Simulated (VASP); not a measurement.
Crystal: Mg2C.

```
C Mg
1.0
     0.00000    2.87279    2.71999
     2.87279    0.00000    2.71999
     2.87279    2.87279    0.00000
C Mg
1 2
Direct
  0.00000 0.00000 0.00000
  0.25000 0.25000 0.25000
  0.75000 0.75000 0.75000
```

This cell differs from its parent crystal: epitaxial xy strain +6.0%.

Base run:

* Program: VASP 6.6.1
* Functional: r2SCAN
* Potentials or basis: VASP PAW PBE potentials, release 64 (C, Mg)
* Cutoff: 520 eV
* k mesh: 8 × 8 × 8
* Occupations: gaussian, width 0.01 eV
* Spin: no spin polarisation

Its results: band gap on the k mesh 0.82 eV (least direct gap 1.01 eV); pressure -9.5 GPa.

Q: The run is repeated on the same cell with these changes: functional from r2SCAN to PBE; occupations from gaussian, width 0.01 eV to fermi-dirac, width 0.02 eV. What comes out?

A: Band gap on the k mesh 0.48 eV (least direct gap 0.61 eV); pressure -7.4 GPa.

Caveats: the cell stands under tension; the PAW data sets were made with another functional, which shifts forces and pressure a little (at least some runs).

A k mesh can miss the band edges.
